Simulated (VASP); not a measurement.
## Ta4C3: single point with r2SCAN

Crystal: Ta4C3.

```
CELL_PARAMETERS angstrom
4.42479 0.00000 0.02212
0.00000 4.42479 0.00000
0.02212 0.00000 4.42479
ATOMIC_POSITIONS crystal
Ta 0.00000 0.50000 0.50000
Ta 0.50000 0.00000 0.50000
Ta 0.50000 0.50000 0.00000
Ta 0.00000 0.00000 0.00000
C 0.50000 0.00000 0.00000
C 0.00000 0.50000 0.00000
C 0.00000 0.00000 0.50000
```

This cell differs from its parent crystal: strain +0.0100 x Voigt [0, 0, 0, 0, 1, 0].

```yaml
Program: VASP 6.6.1
Task: single point
Functional: r2SCAN
Potentials_or_basis: VASP PAW PBE potentials, release 64 (Ta_pv, C)
Cutoff: 520 eV
k_mesh: 10 × 10 × 10
Occupations: gaussian, width 0.15 eV
Spin: no spin polarisation
```

```yaml
Pressure: 1.1 GPa
Band_gap_on_the_k_mesh: zero (bands 28 and 29 overlap by 1.10 eV)
```

Stress tensor (GPa, compression positive):
```
 1.10  0.00 -1.24
 0.00  1.12  0.00
-1.24  0.00  1.10
```

Levels at points of the mesh, in eV from the Fermi level:
| k point | band 25 | band 26 | band 27 | band 28 | band 29 | band 30 | band 31 | band 32 |
| --- | --- | --- | --- | --- | --- | --- | --- | --- |
| (0.00, 0.00, 0.00) | -1.44 | -0.75 | -0.71 | -0.68 | -0.56 | -0.48 | -0.40 | 1.42 |
| (0.50, 0.00, 0.00) | -2.23 | -2.06 | -2.06 | 0.28 | 0.28 | 0.80 | 1.99 | 2.52 |
| (0.00, 0.50, 0.00) | -2.22 | -2.12 | -2.01 | 0.25 | 0.32 | 0.80 | 1.99 | 2.50 |
| (0.50, 0.50, 0.00) | -2.02 | -1.80 | -0.41 | -0.41 | 1.90 | 1.90 | 1.96 | 2.21 |
| (0.50, 0.00, 0.50) | -2.02 | -1.80 | -0.49 | -0.32 | 1.86 | 1.93 | 1.95 | 2.22 |
| (0.50, 0.50, 0.50) | -1.20 | -1.13 | -1.06 | -0.37 | 3.42 | 3.48 | 3.48 | 3.63 |

Wall time 45 min on 1 thread of Oxide Virtual Turin-like Processor, with other jobs on the host, peak memory 0.51 GiB.

Caveat: the cell differs from its parent crystal (strain +0.0100 x Voigt [0, 0, 0, 0, 1, 0]); the PAW data sets were made with another functional, which shifts forces and pressure a little; spin-orbit coupling is left out, which moves the levels of the heavy elements.
